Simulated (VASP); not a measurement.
# NaF (P6_3/mmc) in VASP: settings compared

Aim: see how the results for NaF move with the level of theory and the settings. Levels: PBE, r2SCAN. Tasks: single point.

All numbers are computed with VASP 6.6.1; they aren't measurements. Logs are shortened: lines on timing, memory, paths and dates and some standing lists are left out, and cuts for length are marked.

## Step 1: The cell of the first run

It takes space group P6_3/mmc (No. 194, hexagonal). The conventional cell has a = 3.868 Å, b = 3.868 Å, c = 4.551 Å, α = 90.00°, β = 90.00°, γ = 120.00°. Na (site symmetry -6m2) has 5 F at 2.23 to 2.28 Å within 3.0 Å. Within 3.0 Å of F (site symmetry -6m2) lie 5 Na at 2.23 to 2.28 Å.

## Step 2: Single point, PBE

INCAR reads:

```
SYSTEM = NaF
  ALGO = Normal
  EDIFF = 1E-6
  ENCUT = 520
  GGA = PE
  ISIF = 2
  ISMEAR = 0
  LASPH = .True.
  LCHARG = .False.
  LREAL = .False.
  LWAVE = .False.
  NBANDS = 22
  NELM = 100
  PREC = Accurate
  SIGMA = 0.01
```

KPOINTS reads:

```
k-points
0
Gamma
  12 12 6
  0 0 0
```

POSCAR reads:

```
NaF
1.0
    3.8680668627      0.0000000000      0.0000000000
   -1.9340334314      3.3498441666      0.0000000000
    0.0000000000      0.0000000000      4.5514117151
Na F
2 2
Direct
    0.3333333333      0.6666666667      0.2500000000
    0.6666666667      0.3333333333      0.7500000000
    0.6666666667      0.3333333333      0.2500000000
    0.3333333333      0.6666666667      0.7500000000
```

Potentials or basis: VASP PAW PBE potentials, release 64 (Na_pv, F).

Run with:

```console
$ cat potpaw_PBE.64/Na_pv/POTCAR potpaw_PBE.64/F/POTCAR > POTCAR
$ mpirun -np 1 vasp_std > vasp.out
```

OUTCAR:

```text
SYSTEM = NaF
   EDIFF = 1E-6
   ENCUT = 520
   GGA = PE
   ISIF = 2
   ISMEAR = 0
   LASPH = .True.
   LREAL = .False.
   NELM = 100
   PREC = Accurate

 ion  position               nearest neighbor table
   1  0.333  0.667  0.250-   3 2.23   3 2.23   3 2.23   4 2.28   4 2.28
   2  0.667  0.333  0.750-   4 2.23   4 2.23   4 2.23   3 2.28   3 2.28
   3  0.667  0.333  0.250-   1 2.23   1 2.23   1 2.23   2 2.28   2 2.28
   4  0.333  0.667  0.750-   2 2.23   2 2.23   2 2.23   1 2.28   1 2.28

  LATTYP: Found a hexagonal cell.
 ALAT       =     3.8680668627
 C/A-ratio  =     1.1766631438

  Lattice vectors:

 A1 = (   3.8680668627,   0.0000000000,   0.0000000000)
 A2 = (  -1.9340334314,   3.3498441666,   0.0000000000)
 A3 = (   0.0000000000,   0.0000000000,   4.5514117151)

Analysis of symmetry for initial positions (statically):
=====================================================================
 Subroutine PRICEL returns:
 Original cell was already a primitive cell.

 Routine SETGRP: Setting up the symmetry group for a
 hexagonal supercell.

 Subroutine GETGRP returns: Found 24 space group operations
 (whereof 12 operations were pure point group operations)
 out of a pool of 24 trial point group operations.

The static configuration has the point symmetry D_3d.
 The point group associated with its full space group is D_6h.

Analysis of symmetry for dynamics (positions and initial velocities):
=====================================================================
 Subroutine PRICEL returns:
 Original cell was already a primitive cell.

 Routine SETGRP: Setting up the symmetry group for a
 hexagonal supercell.

 Subroutine GETGRP returns: Found 24 space group operations
 (whereof 12 operations were pure point group operations)
 out of a pool of 24 trial point group operations.

The dynamic configuration has the point symmetry D_3d.
 The point group associated with its full space group is D_6h.

 Subroutine INISYM returns: Found 24 space group operations
 (whereof 12 operations are pure point group operations),
 and found     1 'primitive' translations

----------------------------------------------------------------------------------------

                                     Primitive cell

  volume of cell :      58.9746

  direct lattice vectors                    reciprocal lattice vectors
     3.868066863  0.000000000  0.000000000     0.258527072  0.149260675  0.000000000
    -1.934033431  3.349844167  0.000000000     0.000000000  0.298521349  0.000000000
     0.000000000  0.000000000  4.551411715     0.000000000  0.000000000  0.219712050

  length of vectors
     3.868066863  3.868066863  4.551411715     0.298521349  0.298521349  0.219712050

  position of ions in fractional coordinates (direct lattice)
     0.333333333  0.666666667  0.250000000
     0.666666667  0.333333333  0.750000000
     0.666666667  0.333333333  0.250000000
     0.333333333  0.666666667  0.750000000

  ion indices of the primitive-cell ions
   primitive index   ion index
                 1           1
                 2           2
                 3           3
                 4           4

----------------------------------------------------------------------------------------

 KPOINTS: k-points

Automatic generation of k-mesh.
 Grid dimensions read from file:
 generate k-points for:   12   12    6

 Generating k-lattice:

  Cartesian coordinates                     Fractional coordinates (reciprocal lattice)
     0.021543923  0.012438390  0.000000000     0.083333333  0.000000000  0.000000000
     0.000000000  0.024876779  0.000000000     0.000000000  0.083333333  0.000000000
     0.000000000  0.000000000  0.036618675     0.000000000  0.000000000  0.166666667

  Length of vectors
     0.024876779  0.024876779  0.036618675

  Shift w.r.t. Gamma in fractional coordinates (k-lattice)
     0.000000000  0.000000000  0.000000000

 Subroutine IBZKPT returns following result:
 ===========================================

 Found     76 irreducible k-points:

 Following reciprocal coordinates:
            Coordinates               Weight
  0.000000  0.000000  0.000000      1.000000
  0.083333  0.000000  0.000000      6.000000
  0.166667  0.000000  0.000000      6.000000
  0.250000  0.000000  0.000000      6.000000
  0.333333 -0.000000  0.000000      6.000000
  0.416667  0.000000  0.000000      6.000000
[... 16 lines left out ...]
  0.250000  0.000000  0.166667     12.000000
  0.333333 -0.000000  0.166667     12.000000
 [... further k-points ...]
   k-points           NKPTS =     76   k-points in BZ     NKDIM =     76   number of bands    NBANDS=     22
   number of dos      NEDOS =    301   number of ions     NIONS =      4
   total plane-waves  NPLWV =  32400
   dimension x,y,z NGX =    30 NGY =   30 NGZ =   36
   dimension x,y,z NGXF=    60 NGYF=   60 NGZF=   72
   ions per type =               2   2
   NGX,Y,Z   is equivalent  to a cutoff of  12.89, 12.89, 13.15 a.u.
   NGXF,Y,Z  is equivalent  to a cutoff of  25.79, 25.79, 26.30 a.u.
 SYSTEM =  NaF
   PREC   = accura    normal or accurate (medium, high low for compatibility)
   ISTART =      0    job   : 0-new  1-cont  2-samecut
   ICHARG =      2    charge: 1-file 2-atom 10-const
   ISPIN  =      1    spin polarized calculation?
   LNONCOLLINEAR =      F non collinear calculations
   LSORBIT =      F    spin-orbit coupling
   LASPH  =      T    aspherical Exc in radial PAW
   ENCUT  =  520.0 eV  38.22 Ry    6.18 a.u.   7.19  7.19  8.46*2*pi/ulx,y,z
   NELM   =    100;   NELMIN=  2; NELMDL= -5     # of ELM steps
   EDIFF  = 0.1E-05   stopping-criterion for ELM
   LREAL  =      F    real-space projection
   EDIFFG = 0.1E-04   stopping-criterion for IOM
   NSW    =      0    number of steps for IOM
   IBRION =     -1    ionic relax: 0-MD 1-quasi-New 2-CG
   NFREE  =      0    steps in history (QN), initial steepest desc. (CG)
   ISIF   =      2    stress and relaxation
   ISYM   =      2    0-nonsym 1-usesym 2-fastsym
   POTIM  = 0.5000    time-step for ionic-motion
   TEBEG  =    0.0;   TEEND  =   0.0 temperature during run
   PSTRESS=    0.0 pullay stress
   NELECT =      28.0000    total number of electrons
   NUPDOWN=      -1.0000    fix difference up-down
   EMIN   =  10.00;   EMAX   =-10.00  energy-range for DOS
   EFERMI =   0.00;   METHOD = LEGACY
   ISMEAR =     0;   SIGMA  =   0.01  broadening in eV -4-tet -1-fermi 0-gaus
   EFERMI_NEDOS =   21; number of points for ismear=-14 and -15
   IALGO  =     38    algorithm
   IMIX   =      4    mixing-type and parameters
     AMIX     =   0.40;   BMIX     =  1.00
     AMIX_MAG =   1.60;   BMIX_MAG =  1.00
  volume/ion in A,a.u.               =      14.74        99.49
  Fermi-wavevector in a.u.,A,eV,Ry     =   1.277142  2.413449 22.192359  1.631092
  Thomas-Fermi vector in A             =   2.409759
   LORBIT       =      0    0 simple, 1 ext, 2 COOP (PROOUT), +10 PAW based schemes
   GGA     = PE    functional components
   LHFCALC =     F    Hartree Fock is set to
   AEXX    =    0.0000 exact exchange contribution
   IVDW    =     0    specifies the selected vdW correction
   LEPSILON=     F    determine dielectric tensor
   LRPA    =     F    only Hartree local field effects (RPA)
 non-spin polarized calculation
 Gauss-broadening in eV      SIGMA  =   0.01
  energy-cutoff  :      520.00
  volume of cell :       58.97
 maximum number of plane-waves:      1608
 NGX is ok and might be reduce to    30
   NGX = 15   NGY = 15   NGZ = 17

 number of electron      27.9999991 magnetization

 Free energy of the ion-electron system (eV)
  ---------------------------------------------------
  ext. energy  EPLUGINS =         0.00000000
  ---------------------------------------------------
  free energy    TOTEN  =       -16.96468338 eV

  energy without entropy =      -16.96468338  energy(sigma->0) =      -16.96468338

 E-fermi :  -2.7362     XC(G=0):  -8.1539

 val. band max:       -2.7930636788   @ k =   0.0000   0.0000   0.0000
 cond. band min:       2.8845490568   @ k =   0.0000   0.0000   0.0000
 fundamental gap:      5.6776127356
 Fermi energy:        -2.7362225108

 k-point     1 :       0.0000    0.0000    0.0000
  band No.  band energies     occupation
      1     -21.9168      2.00000
      2     -21.8849      2.00000
      3     -21.8387      2.00000
      4     -21.8387      2.00000
      5     -21.7882      2.00000
      6     -21.7882      2.00000
[... 14 lines left out ...]
     21      15.4011      0.00000
     22      15.6826      0.00000

 k-point     2 :       0.0833    0.0000    0.0000
  band No.  band energies     occupation
      1     -22.0153      2.00000
      2     -21.9321      2.00000
      3     -21.8826      2.00000
      4     -21.8401      2.00000
      5     -21.7880      2.00000
      6     -21.7479      2.00000
[... 14 lines left out ...]
     21      15.4774      0.00000
     22      15.5415      0.00000

 k-point     3 :       0.1667    0.0000    0.0000
  band No.  band energies     occupation
      1     -22.1432      2.00000
      2     -22.0665      2.00000
      3     -21.8758      2.00000
      4     -21.8438      2.00000
      5     -21.7875      2.00000
      6     -21.7534      2.00000
[... 14 lines left out ...]
     21      14.6857      0.00000
     22      14.9100      0.00000

 k-point     4 :       0.2500    0.0000    0.0000
  band No.  band energies     occupation
      1     -22.2513      2.00000
      2     -22.1877      2.00000
      3     -21.8655      2.00000
      4     -21.8487      2.00000
      5     -21.7871      2.00000
      6     -21.7621      2.00000
[... 14 lines left out ...]
     21      13.9360      0.00000
     22      14.3459      0.00000

 k-point     5 :       0.3333   -0.0000    0.0000
  band No.  band energies     occupation
      1     -22.3301      2.00000
      2     -22.2840      2.00000
      3     -21.8533      2.00000
      4     -21.8530      2.00000
      5     -21.7869      2.00000
      6     -21.7730      2.00000
[... 14 lines left out ...]
     21      13.3711      0.00000
     22      13.9231      0.00000

 k-point     6 :       0.4167    0.0000    0.0000
  band No.  band energies     occupation
      1     -22.3748      2.00000
      2     -22.3486      2.00000
      3     -21.8566      2.00000
      4     -21.8409      2.00000
      5     -21.7869      2.00000
      6     -21.7838      2.00000
[... 14 lines left out ...]
     21      13.0332      0.00000
     22      13.6645      0.00000

 k-point     7 :       0.5000    0.0000    0.0000
  band No.  band energies     occupation
      1     -22.3867      2.00000
      2     -22.3738      2.00000
      3     -21.8578      2.00000
      4     -21.8351      2.00000
      5     -21.7892      2.00000
      6     -21.7869      2.00000
[... 324 lines left out ...]
      6     -21.7915      2.00000
[... 14 lines left out ...]
     21      15.1043      0.00000
     22      15.8745      0.00000

 k-point    21 :       0.0833    0.0000    0.1667
  band No.  band energies     occupation
      1     -22.1398      2.00000
      2     -22.0972      2.00000
      3     -21.8386      2.00000
      4     -21.8365      2.00000
      5     -21.7914      2.00000
      6     -21.7778      2.00000
[... 14 lines left out ...]
     21      14.9904      0.00000
     22      15.6511      0.00000

 k-point    22 :       0.1667    0.0000    0.1667
  band No.  band energies     occupation
      1     -22.2293      2.00000
      2     -22.1808      2.00000
      3     -21.8399      2.00000
      4     -21.8398      2.00000
      5     -21.7912      2.00000
      6     -21.7632      2.00000
[... 14 lines left out ...]
     21      14.5998      0.00000
     22      15.0049      0.00000

 k-point    23 :       0.2500    0.0000    0.1667
  band No.  band energies     occupation
      1     -22.3197      2.00000
      2     -22.2749      2.00000
      3     -21.8445      2.00000
      4     -21.8348      2.00000
      5     -21.7911      2.00000
      6     -21.7603      2.00000
[... 14 lines left out ...]
     21      14.1511      0.00000
     22      14.2752      0.00000

 k-point    24 :       0.3333   -0.0000    0.1667
  band No.  band energies     occupation
      1     -22.3903      2.00000
      2     -22.3562      2.00000
      3     -21.8488      2.00000
      4     -21.8263      2.00000
      5     -21.7913      2.00000
      6     -21.7644      2.00000
[... 14 lines left out ...]
     21      13.6900      0.00000
     22      13.7921      0.00000

 [... further k-points ...]
[... 5 lines left out ...]
  --------------------------------------------------------------------------------------
  -------------------------------------------------------------------------------------
  Total        0.8425333      0.8425333      1.0827323     -0.0000000      0.0000000      0.0000000
  in kB       22.8893223     22.8893223     29.4148730     -0.0000000      0.0000000      0.0000000
  external PRESSURE =      25.0645058 kB  Pullay stress =       0.0000000 kB

 VOLUME and BASIS-vectors are now :
 -----------------------------------------------------------------------------
  energy-cutoff  :      520.00
  volume of cell :       58.97
      direct lattice vectors                 reciprocal lattice vectors
     3.868066863  0.000000000  0.000000000     0.258527072  0.149260675  0.000000000
    -1.934033431  3.349844167  0.000000000     0.000000000  0.298521349  0.000000000
     0.000000000  0.000000000  4.551411715     0.000000000  0.000000000  0.219712050

 POSITION                                       TOTAL-FORCE (eV/Angst)
 -----------------------------------------------------------------------------------
     -0.00000      2.23323      1.13785        -0.000000      0.000000      0.000000
      1.93403      1.11661      3.41356         0.000000     -0.000000      0.000000
      1.93403      1.11661      1.13785         0.000000      0.000000      0.000000
     -0.00000      2.23323      3.41356        -0.000000     -0.000000     -0.000000
 -----------------------------------------------------------------------------------
    total drift:                               -0.000000      0.000000     -0.000000

  FREE ENERGIE OF THE ION-ELECTRON SYSTEM (eV)
  ---------------------------------------------------
  free  energy   TOTEN  =       -16.9646833809 eV

  energy  without entropy=      -16.9646833809  energy(sigma->0) =      -16.96468338
```

Run time: 82 s. Hardware: 1 thread of Intel Xeon Platinum 8375C at 2.90GHz (Ice Lake), shared host; peak memory 0.22 GiB.

What came out:

```
Free energy            : -16.9647 eV
Pressure               : 2.5 GPa
Band gap on the k mesh : 5.68 eV, direct
```

## Step 3: Single point, r2SCAN

POSCAR is that of step 2.

INCAR.step1 reads:

```
SYSTEM = NaF
PREC = Accurate
ENCUT = 520
ISMEAR = 0
SIGMA = 0.01
LREAL = .FALSE.
LASPH = .TRUE.
NELM = 80
NBANDS = 22
GGA = PE
ALGO = Normal
EDIFF = 1E-4
LWAVE = .TRUE.
LCHARG = .FALSE.
```

INCAR.step2 reads:

```
SYSTEM = NaF
PREC = Accurate
ENCUT = 520
EDIFF = 1E-6
ISMEAR = 0
SIGMA = 0.01
LREAL = .FALSE.
LASPH = .TRUE.
NELM = 80
ALGO = Normal
ISIF = 2
LWAVE = .FALSE.
LCHARG = .TRUE.
METAGGA = R2SCAN
LMIXTAU = .TRUE.
LELF = .TRUE.
LVHAR = .TRUE.
NBANDS = 22
ISTART = 1
```

KPOINTS reads:

```
Automatic mesh
0
G
  12 12 6
  0 0 0
```

Potentials or basis: VASP PAW PBE potentials, release 64 (Na_pv, F).

Run with:

```console
$ cat potpaw_PBE.64/Na_pv/POTCAR potpaw_PBE.64/F/POTCAR > POTCAR
$ cp INCAR.step1 INCAR
$ mpirun -np 1 vasp_std > vasp.out
$ cp INCAR.step2 INCAR
$ mpirun -np 1 vasp_std > vasp.out
```

Run time: 6.3 min. Hardware: 1 thread of AMD EPYC 7R43 (Zen 3), shared host; peak memory 0.19 GiB.

It converged, with:

* Free energy: -24.9420 eV
* Pressure: -0.5 GPa
* Band gap on the k mesh: 6.35 eV, direct

Levels at points of the mesh, in eV from the valence-band top:
```csv
k point,band 11,band 12,band 13,band 14,band 15,band 16,band 17,band 18
"(0.00, 0.00, 0.00)",-0.60,-0.31,-0.31,0.00,6.35,13.68,13.83,16.41
"(0.50, 0.00, 0.00)",-0.70,-0.60,-0.36,-0.18,9.32,11.44,13.44,16.11
"(0.00, 0.00, 0.50)",-0.46,-0.46,-0.46,-0.46,8.65,8.65,17.43,17.43
"(0.50, 0.00, 0.50)",-0.48,-0.48,-0.27,-0.27,10.43,10.43,13.51,13.51
```

Caveat: the PAW data sets were made with another functional, which shifts forces and pressure a little. r2SCAN opens gaps a little over a GGA but as a rule still falls short of measured ones.
